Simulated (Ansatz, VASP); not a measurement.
# Two plane-wave programs on BP

```xyz
2
Lattice="0.0000 2.2454 2.2454 2.2454 0.0000 2.2454 2.2454 2.2454 0.0000" Properties=species:S:1:pos:R:3 pbc="T T T"
B     0.0000    0.0000    0.0000
P     1.1227    1.1227    1.1227
```

Alike in both runs: task single point; functional r2SCAN; k mesh 8 × 8 × 8; no spin polarisation.

|  | VASP | Ansatz |
| --- | --- | --- |
| version | VASP 6.6.1 | Ansatz 0.2.0 |
| potentials or method | VASP PAW PBE potentials, release 64 (B, P) | plane waves, PAW |
| plane-wave cutoff (eV) | 550 | 500 |
| occupations | gaussian, width 0.01 eV | fixed |
| valence electrons in the cell | 8 | 8 |

VASP gave:

| Quantity | Value |
| --- | --- |
| gap on the k mesh at the Fermi level (eV) | 1.44 |
| pressure (GPa) | 4.9 |

Task: Which values does Ansatz return?

Result: gap on the k mesh at the Fermi level (eV): 1.41; pressure (GPa): 5.5.

VASP's potentials were made for PBE, not for r2SCAN.
